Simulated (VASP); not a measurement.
# Na (Fmmm) in VASP: further runs, part 3 of 3

VASP 6.6.1. The steps go on from the part before.

## (4) Single point, PBE (strain +0.0625 x Voigt [0, 0, 0, 0, 1, 0])

INCAR

```
SYSTEM = Na
  ALGO = Fast
  EDIFF = 1E-7
  ENCUT = 520
  GGA = PE
  ISIF = 2
  ISMEAR = 0
  LASPH = .TRUE.
  LCHARG = .FALSE.
  LREAL = .FALSE.
  LWAVE = .FALSE.
  NBANDS = 10
  NELM = 100
  PREC = Accurate
  SIGMA = 0.15
```

KPOINTS

```
k-points
0
G
  16 16 16
  0 0 0
```

POSCAR

```
Na
1.0
   -2.0513281250      2.1175000000      2.0513281250
    2.1836718750     -2.1175000000      2.1836718750
    2.0513281250      2.1175000000     -2.0513281250
Na
1
Direct
    0.0000000000      0.0000000000      0.0000000000
```

Potentials or basis: VASP PAW PBE potentials, release 64 (Na_pv).

The run is started by

```sh
$ cat potpaw_PBE.64/Na_pv/POTCAR > POTCAR
$ mpirun -np 1 vasp_std > vasp.out
```

OUTCAR:

```text
SYSTEM = Na
   EDIFF = 1E-7
   ENCUT = 520
   GGA = PE
   ISIF = 2
   ISMEAR = 0
   LASPH = .TRUE.
   LREAL = .FALSE.
   NELM = 100
   PREC = Accurate

 ion  position               nearest neighbor table
   1  0.000  0.000  0.000-

  LATTYP: Found a face centered orthorhombic cell.
 ALAT       =     4.2350000000
 B/A-ratio  =     1.3700193885
 C/A-ratio  =     1.4584077362

  Lattice vectors:

 A1 = (  -0.1323437500,   0.0000000000,  -4.2350000000)
 A2 = (  -2.1836718750,   2.1175000000,  -2.1836718750)
 A3 = (   2.0513281250,   2.1175000000,  -2.0513281250)

Analysis of symmetry for initial positions (statically):
=====================================================================
 Subroutine PRICEL returns:
 Original cell was already a primitive cell.

 Routine SETGRP: Setting up the symmetry group for a
 face centered orthorhombic supercell.

 Subroutine GETGRP returns: Found  8 space group operations
 (whereof  8 operations were pure point group operations)
 out of a pool of  8 trial point group operations.

The static configuration has the point symmetry D_2h.

Analysis of symmetry for dynamics (positions and initial velocities):
=====================================================================
 Subroutine PRICEL returns:
 Original cell was already a primitive cell.

 Routine SETGRP: Setting up the symmetry group for a
 face centered orthorhombic supercell.

 Subroutine GETGRP returns: Found  8 space group operations
 (whereof  8 operations were pure point group operations)
 out of a pool of  8 trial point group operations.

The dynamic configuration has the point symmetry D_2h.

 Subroutine INISYM returns: Found  8 space group operations
 (whereof  8 operations are pure point group operations),
 and found     1 'primitive' translations

----------------------------------------------------------------------------------------

                                     Primitive cell

  volume of cell :      37.9408

  direct lattice vectors                    reciprocal lattice vectors
    -2.051328125  2.117500000  2.051328125    -0.007386198  0.236127509  0.236358328
     2.183671875 -2.117500000  2.183671875     0.228972130  0.000000000  0.228972130
     2.051328125  2.117500000 -2.051328125     0.236358328  0.236127509 -0.007386198

  length of vectors
     3.591615292  3.744416105  3.591615292     0.334179615  0.323815491  0.334179615

  position of ions in fractional coordinates (direct lattice)
     0.000000000  0.000000000  0.000000000

  ion indices of the primitive-cell ions
   primitive index   ion index
                 1           1

----------------------------------------------------------------------------------------

 KPOINTS: k-points

Automatic generation of k-mesh.
 Grid dimensions read from file:
 generate k-points for:   16   16   16

 Generating k-lattice:

  Cartesian coordinates                     Fractional coordinates (reciprocal lattice)
    -0.000461637  0.014757969  0.014772395     0.062500000  0.000000000  0.000000000
     0.014310758  0.000000000  0.014310758     0.000000000  0.062500000  0.000000000
     0.014772395  0.014757969 -0.000461637    -0.000000000 -0.000000000  0.062500000

  Length of vectors
     0.020886226  0.020238468  0.020886226

  Shift w.r.t. Gamma in fractional coordinates (k-lattice)
     0.000000000  0.000000000  0.000000000

 Subroutine IBZKPT returns following result:
 ===========================================

 Found    621 irreducible k-points:

 Following reciprocal coordinates:
            Coordinates               Weight
  0.000000  0.000000  0.000000      1.000000
  0.062500  0.000000  0.000000      8.000000
  0.125000  0.000000  0.000000      8.000000
  0.187500  0.000000  0.000000      8.000000
  0.250000  0.000000  0.000000      8.000000
  0.312500  0.000000 -0.000000      8.000000
[... 16 lines left out ...]
 -0.187500  0.062500  0.000000      8.000000
 -0.125000  0.062500  0.000000      4.000000
 [... further k-points ...]
   k-points           NKPTS =    621   k-points in BZ     NKDIM =    621   number of bands    NBANDS=     10
   number of dos      NEDOS =    301   number of ions     NIONS =      1
   total plane-waves  NPLWV =  21952
   dimension x,y,z NGX =    28 NGY =   28 NGZ =   28
   dimension x,y,z NGXF=    56 NGYF=   56 NGZF=   56
   ions per type =               1
   NGX,Y,Z   is equivalent  to a cutoff of  12.96, 12.43, 12.96 a.u.
   NGXF,Y,Z  is equivalent  to a cutoff of  25.92, 24.86, 25.92 a.u.
 SYSTEM =  Na
   PREC   = accura    normal or accurate (medium, high low for compatibility)
   ISTART =      0    job   : 0-new  1-cont  2-samecut
   ICHARG =      2    charge: 1-file 2-atom 10-const
   ISPIN  =      1    spin polarized calculation?
   LNONCOLLINEAR =      F non collinear calculations
   LSORBIT =      F    spin-orbit coupling
   LASPH  =      T    aspherical Exc in radial PAW
   ENCUT  =  520.0 eV  38.22 Ry    6.18 a.u.   6.68  6.96  6.68*2*pi/ulx,y,z
   NELM   =    100;   NELMIN=  2; NELMDL= -5     # of ELM steps
   EDIFF  = 0.1E-06   stopping-criterion for ELM
   LREAL  =      F    real-space projection
   EDIFFG = 0.1E-05   stopping-criterion for IOM
   NSW    =      0    number of steps for IOM
   IBRION =     -1    ionic relax: 0-MD 1-quasi-New 2-CG
   NFREE  =      0    steps in history (QN), initial steepest desc. (CG)
   ISIF   =      2    stress and relaxation
   ISYM   =      2    0-nonsym 1-usesym 2-fastsym
   POTIM  = 0.5000    time-step for ionic-motion
   TEBEG  =    0.0;   TEEND  =   0.0 temperature during run
   PSTRESS=    0.0 pullay stress
   NELECT =       7.0000    total number of electrons
   NUPDOWN=      -1.0000    fix difference up-down
   EMIN   =  10.00;   EMAX   =-10.00  energy-range for DOS
   EFERMI =   0.00;   METHOD = LEGACY
   ISMEAR =     0;   SIGMA  =   0.15  broadening in eV -4-tet -1-fermi 0-gaus
   EFERMI_NEDOS =   21; number of points for ismear=-14 and -15
   IALGO  =     68    algorithm
   IMIX   =      4    mixing-type and parameters
     AMIX     =   0.40;   BMIX     =  1.00
     AMIX_MAG =   1.60;   BMIX_MAG =  1.00
  volume/ion in A,a.u.               =      37.94       256.04
  Fermi-wavevector in a.u.,A,eV,Ry     =   0.931978  1.761183 11.817782  0.868582
  Thomas-Fermi vector in A             =   2.058527
   LORBIT       =      0    0 simple, 1 ext, 2 COOP (PROOUT), +10 PAW based schemes
   GGA     = PE    functional components
   LHFCALC =     F    Hartree Fock is set to
   AEXX    =    0.0000 exact exchange contribution
   IVDW    =     0    specifies the selected vdW correction
   LEPSILON=     F    determine dielectric tensor
   LRPA    =     F    only Hartree local field effects (RPA)
 non-spin polarized calculation
 RMM-DIIS sequential band-by-band and
 Gauss-broadening in eV      SIGMA  =   0.15
  energy-cutoff  :      520.00
  volume of cell :       37.94
 maximum number of plane-waves:      1056
   NGX = 13   NGY = 13   NGZ = 13

 number of electron       7.0000004 magnetization

 Free energy of the ion-electron system (eV)
  ---------------------------------------------------
  ext. energy  EPLUGINS =         0.00000000
  ---------------------------------------------------
  free energy    TOTEN  =        -1.31068341 eV

  energy without entropy =       -1.30553226  energy(sigma->0) =       -1.30810783

 E-fermi :   0.2715     XC(G=0):  -6.4420

 val. band max:        0.2700759446   @ k =   0.4375  -0.3750   0.1250
 cond. band min:       0.2961778926   @ k =  -0.4375   0.3750   0.1875
 fundamental gap:      0.0261019480
 Fermi energy:         0.2714597690

 k-point     1 :       0.0000    0.0000    0.0000
  band No.  band energies     occupation
      1     -24.6611      2.00000
      2     -24.6605      2.00000
      3     -24.6598      2.00000
      4      -2.9661      2.00000
      5      11.4068      0.00000
      6      11.7022      0.00000
      7      12.0127      0.00000
      8      12.5116      0.00000
      9      12.8529      0.00000
     10      13.3711      0.00000

 k-point     2 :       0.0625    0.0000    0.0000
  band No.  band energies     occupation
      1     -24.6621      2.00000
      2     -24.6609      2.00000
      3     -24.6601      2.00000
      4      -2.8983      2.00000
      5      10.8159      0.00000
      6      11.0476      0.00000
      7      11.5023      0.00000
      8      12.3418      0.00000
      9      12.6889      0.00000
     10      13.0234      0.00000
[... 274 lines left out ...]
 k-point    24 :      -0.1250    0.0625    0.0000
  band No.  band energies     occupation
      1     -24.6653      2.00000
      2     -24.6609      2.00000
      3     -24.6604      2.00000
      4      -2.7588      2.00000
      5       9.9953      0.00000
      6      10.2049      0.00000
      7      11.3697      0.00000
      8      12.0731      0.00000
      9      12.2825      0.00000
     10      12.7101      0.00000

 [... further k-points ...]
[... 5 lines left out ...]
  --------------------------------------------------------------------------------------
  -------------------------------------------------------------------------------------
  Total       -0.0490595     -0.0391444     -0.0490595     -0.0000000      0.0000000     -0.0935125
  in kB       -2.0717056     -1.6530059     -2.0717056     -0.0000000      0.0000000     -3.9488840
  external PRESSURE =      -1.9321390 kB  Pullay stress =       0.0000000 kB

 VOLUME and BASIS-vectors are now :
 -----------------------------------------------------------------------------
  energy-cutoff  :      520.00
  volume of cell :       37.94
      direct lattice vectors                 reciprocal lattice vectors
    -2.051328125  2.117500000  2.051328125    -0.007386198  0.236127509  0.236358328
     2.183671875 -2.117500000  2.183671875     0.228972130  0.000000000  0.228972130
     2.051328125  2.117500000 -2.051328125     0.236358328  0.236127509 -0.007386198

 POSITION                                       TOTAL-FORCE (eV/Angst)
 -----------------------------------------------------------------------------------
      0.00000      0.00000      0.00000         0.000000      0.000000      0.000000
 -----------------------------------------------------------------------------------
    total drift:                               -0.000000     -0.000000     -0.000000

  FREE ENERGIE OF THE ION-ELECTRON SYSTEM (eV)
  ---------------------------------------------------
  free  energy   TOTEN  =        -1.3106834075 eV

  energy  without entropy=       -1.3055322613  energy(sigma->0) =       -1.30810783
```

stdout:

```text
POSCAR found type information on POSCAR Na
 POSCAR found :  1 types and       1 ions
 scaLAPACK will be used
 LDA part: xc-table for (Slater+PW92), standard interpolation
 POSCAR, INCAR and KPOINTS ok, starting setup
 FFT: planning ... GRIDC
 FFT: planning ... GRID_SOFT
 FFT: planning ... GRID
 WAVECAR not read
 entering main loop
WARNING in EDDRMM: call to ZHEGV failed, returncode =   8  4     10
WARNING in EDDRMM: call to ZHEGV failed, returncode =   8  4     10
WARNING in EDDRMM: call to ZHEGV failed, returncode =   8  4      8
WARNING in EDDRMM: call to ZHEGV failed, returncode =   8  4      8
```

Run time: 2 min. Hardware: 1 thread of Intel Xeon 6975P-C, shared host; peak memory 0.3 GiB.

What came out:

```
Free energy : -1.3107 eV
Pressure    : -0.2 GPa
```

Caveat: the cell differs from its parent crystal (strain +0.0625 x Voigt [0, 0, 0, 0, 1, 0]).

## (5) Single point, PBE (strain +0.0375 x Voigt [0, 0, 0, 0, 1, 0])

INCAR

```
SYSTEM = Na
PREC = Accurate ; ENCUT = 520
EDIFF = 1E-6 ; ISMEAR = 0
SIGMA = 0.15 ; LREAL = .False.
LASPH = .True. ; NELM = 60
ALGO = Fast ; ISIF = 2
LWAVE = .False. ; LCHARG = .False.
GGA = PE ; NBANDS = 10
```

KPOINTS

```
Automatic mesh
0
Gamma
  16 16 16
  0 0 0
```

POSCAR

```
Na
1.0
   -2.0777968750      2.1175000000      2.0777968750
    2.1572031250     -2.1175000000      2.1572031250
    2.0777968750      2.1175000000     -2.0777968750
Na
1
Direct
    0.0000000000      0.0000000000      0.0000000000
```

The run is started by

```sh
$ cat potpaw_PBE.64/Na_pv/POTCAR > POTCAR
$ mpirun -np 1 vasp_std > vasp.out
```

It took 1.9 min on 1 thread of Intel Xeon 6975P-C, shared host; peak memory 0.3 GiB.

Results (log left out):

- Free energy: -1.3125 eV
- Pressure: -0.3 GPa

Stress tensor (GPa, compression positive):
```
-0.30  0.00 -0.24
 0.00 -0.29  0.00
-0.24  0.00 -0.30
```

Levels at points of the mesh, in eV from the Fermi level:
```csv
k point,band 1,band 2,band 3,band 4,band 5,band 6
"(0.00, 0.00, 0.00)",-24.92,-24.92,-24.92,-3.23,11.38,11.49
"(0.50, 0.00, 0.00)",-24.96,-24.94,-24.92,0.75,1.19,8.07
"(0.00, 0.50, 0.00)",-24.95,-24.93,-24.93,0.62,1.02,8.21
"(0.50, 0.00, 0.50)",-24.96,-24.94,-24.92,0.89,1.36,8.00
"(0.50, 0.50, 0.50)",-24.95,-24.95,-24.94,4.48,4.48,4.78
```

Caveat: the cell differs from its parent crystal (strain +0.0375 x Voigt [0, 0, 0, 0, 1, 0]).

## (6) Single point, PBE (strain +0.0125 x Voigt [0, 0, 0, 0, 1, 0])

INCAR

```
SYSTEM = Na
ALGO = Fast ; EDIFF = 1E-7
ENCUT = 520 ; GGA = PE
ISIF = 2 ; ISMEAR = 0
LASPH = .TRUE. ; LCHARG = .FALSE.
LREAL = .FALSE. ; LWAVE = .FALSE.
NBANDS = 10 ; NELM = 100
PREC = Accurate ; SIGMA = 0.15
```

KPOINTS

```
k-points
0
G
  16 16 16
  0 0 0
```

POSCAR

```
Na
1.0
   -2.1042656250      2.1175000000      2.1042656250
    2.1307343750     -2.1175000000      2.1307343750
    2.1042656250      2.1175000000     -2.1042656250
Na
1
Direct
    0.0000000000      0.0000000000      0.0000000000
```

Potentials or basis: VASP PAW PBE potentials, release 64 (Na_pv).

The run is started by

```sh
$ cat potpaw_PBE.64/Na_pv/POTCAR > POTCAR
$ mpirun -np 1 vasp_std > vasp.out
```

It took 2.2 min on 1 thread of Intel Xeon 6975P-C, shared host; peak memory 0.3 GiB.

Results (log left out):

```
Free energy : -1.3134 eV
Pressure    : -0.2 GPa
```

Stress tensor (GPa, compression positive):
```
-0.21  0.00 -0.08
 0.00 -0.21  0.00
-0.08  0.00 -0.21
```

Levels at points of the mesh, in eV from the Fermi level:
```csv
k point,band 1,band 2,band 3,band 4,band 5,band 6
"(0.00, 0.00, 0.00)",-24.92,-24.92,-24.92,-3.23,11.54,11.55
"(0.50, 0.00, 0.00)",-24.96,-24.93,-24.92,0.75,1.19,8.10
"(0.00, 0.50, 0.00)",-24.95,-24.93,-24.92,0.71,1.13,8.14
"(0.50, 0.00, 0.50)",-24.96,-24.93,-24.92,0.80,1.25,8.07
"(0.50, 0.50, 0.50)",-24.95,-24.95,-24.95,4.48,4.48,4.80
```

Caveat: the cell differs from its parent crystal (strain +0.0125 x Voigt [0, 0, 0, 0, 1, 0]).

## (7) Summary

```tsv
cell	further INCAR settings	gap on the mesh (eV)	pressure (GPa)
a = 3.729, b = 3.607 Å, angles 109.5, 110.8, 109.5°, 1 atom	ALGO = Fast; EDIFF = 1e-07; NBANDS = 10	none	-0.2
a = 3.637, b = 3.698 Å, angles 109.5, 108.8, 109.5°, 1 atom	ALGO = Fast; EDIFF = 1e-07; NBANDS = 10	none	-0.2
a = 3.592, b = 3.744 Å, angles 109.5, 107.7, 109.5°, 1 atom	ALGO = Fast; EDIFF = 1e-07; NBANDS = 10	none	-0.2
a = 3.622, b = 3.714 Å, angles 109.5, 108.4, 109.5°, 1 atom	ALGO = Fast; EDIFF = 1e-06; NBANDS = 10	none	-0.3
a = 3.652, b = 3.683 Å, angles 109.5, 109.1, 109.5°, 1 atom	ALGO = Fast; EDIFF = 1e-07; NBANDS = 10	none	-0.2
```

Alike in all rows: task single point; level PBE; potentials or basis VASP PAW PBE potentials, release 64 (Na_pv); no spin polarisation; k mesh 16 × 16 × 16; cutoff (eV) 520; smearing gaussian 0.15 eV.

Total energies depend on the potentials used, so only differences within one code and one set of settings carry meaning.
